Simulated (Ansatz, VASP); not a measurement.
# One calculation of MoS2, two programs

```
Mo S
1.0
     3.23648    0.00000    0.00000
    -1.61824    2.80287    0.00000
     0.00000    0.00000   12.33430
Mo S
2 4
Direct
  0.33333 0.66667 0.25000
  0.66667 0.33333 0.75000
  0.66667 0.33333 0.37452
  0.66667 0.33333 0.12548
  0.33333 0.66667 0.87452
  0.33333 0.66667 0.62548
```

Change from the starting cell: epitaxial_xy strain +2.0%.

Alike in both runs: task single point; functional PBE; k mesh 12 × 12 × 2; occupations fermi-dirac, width 0.02 eV; no spin polarisation.

|  | VASP | Ansatz |
| --- | --- | --- |
| version | VASP 6.6.1 | Ansatz 0.2.0 |
| potentials or method | VASP PAW PBE potentials, release 64 (Mo_sv, S) | plane waves, PAW |
| plane-wave cutoff (eV) | 520 | 420 |
| valence electrons in the cell | 52 | 52 |

```tsv
	VASP	Ansatz	Ansatz less VASP
pressure (GPa)	-1.3	-1.1	+0.13
traceless stress, the component that is largest in VASP (GPa)	4.15	4.18	+0.031
rms of the force components (eV/Å)	0.038	0.044	+0.0057
```

Atom by atom the forces differ by 0.006 eV/Å (rms over components).
